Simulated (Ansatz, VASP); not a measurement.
SiO2 in VASP and in Ansatz

INCAR

```
SYSTEM = SiO2
PREC = Accurate
ENCUT = 600
EDIFF = 1E-6
ISMEAR = 0
SIGMA = 0.01
LREAL = .False.
LASPH = .True.
NELM = 120
ALGO = Normal
ISIF = 2
LWAVE = .False.
LCHARG = .False.
GGA = PE
NBANDS = 34
GGA_COMPAT = .False.
```

The input KPOINTS:

```
regular mesh
0
Gamma
  6 6 4
  0 0 0
```

The input POSCAR:

```
SiO2
1.0
    5.1053779193      0.0000000000      0.0000000000
   -2.5526889596      4.4213869740      0.0000000000
    0.0000000000      0.0000000000      5.5850468173
Si O
3 6
Direct
    0.0000000000      0.5000000000      0.3333333333
    0.5000000000      0.5000000000      0.6666666667
    0.5000000000      0.0000000000      0.0000000000
    0.5839605948      0.7919802974      0.8333333333
    0.7919802974      0.5839605948      0.5000000000
    0.7919802974      0.2080197026      0.1666666667
    0.4160394052      0.2080197026      0.8333333333
    0.2080197026      0.4160394052      0.5000000000
    0.2080197026      0.7919802974      0.1666666667
```

Input for Ansatz:

```yaml
crystal:
  lattice:
    - [5.105377928, 0.0, 0.0]
    - [-2.552688964, 4.4213869816, 0.0]
    - [0.0, 0.0, 5.5850467967]
  atoms:
    - { symbol: Si, position: [0.0, 0.5, 0.3333333333] }
    - { symbol: Si, position: [0.5, 0.5, 0.6666666667] }
    - { symbol: Si, position: [0.5, 0.0, 0.0] }
    - { symbol: O, position: [0.5839605944, 0.7919802972, 0.8333333333] }
    - { symbol: O, position: [0.7919802972, 0.5839605944, 0.5] }
    - { symbol: O, position: [0.7919802972, 0.2080197028, 0.1666666667] }
    - { symbol: O, position: [0.4160394056, 0.2080197028, 0.8333333333] }
    - { symbol: O, position: [0.2080197028, 0.4160394056, 0.5] }
    - { symbol: O, position: [0.2080197028, 0.7919802972, 0.1666666667] }
basis:
  ecutwfc: 420
  xc_grid: 2
kpoints:
  mp_grid: { grid: [6, 6, 4] }
  band_path: { path: [VBM, CBM], npoints: 2 }
hamiltonian:
  xc: pbe
scf:
  occupations: { method: gaussian, width: 0.01 }
output:
  forces: true
  stress: true
  eigenvalues: true
```

Alike in both runs: task single point; functional PBE; k mesh 6 × 6 × 4; occupations gaussian, width 0.01 eV; no spin polarisation.

|  | VASP | Ansatz |
| --- | --- | --- |
| version | VASP 6.6.1 | Ansatz 0.2.0 |
| potentials or method | VASP PAW PBE potentials, release 64 (Si, O), cutoff 600 eV | scalar-relativistic, plane waves, PAW |
| valence electrons in the cell | 48 | 48 |

|  | VASP | Ansatz | Ansatz less VASP |
| --- | --- | --- | --- |
| gap on the k mesh at the Fermi level (eV) | 5.55 | 5.55 | +0.001 |
| least direct gap on the mesh (eV) | 5.73 | 5.73 | -0.002 |
| pressure (GPa) | -0.2 | 0.0 | +0.17 |
| rms of the force components (eV/Å) | 0.007 | 0.000 | -0.0070 |

Atom by atom the forces differ by 0.007 eV/Å (rms over components).
